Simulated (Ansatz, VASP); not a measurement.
**One calculation of Co, two programs**

INCAR

```
SYSTEM = Co
  ALGO = Fast
  EDIFF = 1E-6
  ENCUT = 520
  GGA = PE
  ISIF = 2
  ISMEAR = -1
  ISPIN = 2
  LASPH = .TRUE.
  LCHARG = .FALSE.
  LMAXMIX = 4
  LORBIT = 11
  LREAL = .FALSE.
  LWAVE = .FALSE.
  MAGMOM = 0.5 0.5
  NBANDS = 20
  NELM = 150
  NUPDOWN = 1.0
  PREC = Accurate
  SIGMA = 0.05
```

KPOINTS

```
k-points
0
G
  12 12 7
  0 0 0
```

Contents of POSCAR:

```
Co
1.0
    2.4719999032      0.0000000000      0.0000000000
   -1.2359999516      2.1408147143      0.0000000000
    0.0000000000      0.0000000000      4.0211440800
Co
2
Direct
    0.6666666667      0.3333333333      0.7500000000
    0.3333333333      0.6666666667      0.2500000000
```

input.yaml

```yaml
crystal:
  lattice:
    - [2.4719999032, 0.0, 0.0]
    - [-1.2359999516, 2.1408147143, 0.0]
    - [0.0, 0.0, 4.02114408]
  atoms:
    - { symbol: Co, position: [0.6666666667, 0.3333333333, 0.75], spin: 0.5 }
    - { symbol: Co, position: [0.3333333333, 0.6666666667, 0.25], spin: 0.5 }
kpoints:
  mp_grid: { grid: [12, 12, 7] }
scf:
  occupations: { method: fermi_dirac, width: 0.05 }
hamiltonian:
  xc: pbe
  pseudopotentials: { kind: all_electron, lapw: { basis_error: 0.001 } }
magnetization:
  spin_polarized: true
  initial_magnetization: 1.0
  spin_locking: { lock_magnetization: hard }
output:
  forces: true
  stress: true
  eigenvalues: true
```

Alike in both runs: task single point; functional PBE; k mesh 12 × 12 × 7; occupations fermi-dirac, width 0.05 eV; collinear spin; fixed moment 1 μB.

|  | VASP | Ansatz |
| --- | --- | --- |
| version | VASP 6.6.1 | Ansatz 0.2.0 |
| potentials or method | VASP PAW PBE potentials, release 64 (Co), cutoff 520 eV | all-electron LAPW, scalar-relativistic |

Ansatz gave:

```
pressure (GPa)                                                : -6.0
traceless stress, the component that is largest in VASP (GPa) : -1.62
size of the moment on the site where the two differ most (μB) : 0.52
```

Task: Which values does VASP return?

Result: Pressure (GPa): -6.3; traceless stress, the component that is largest in VASP (GPa): -1.67; size of the moment on the site where the two differ most (μB): 0.51.

Site moments also hang on the region over which each program counts them. Ansatz ran all-electron here, and VASP with PAW potentials.
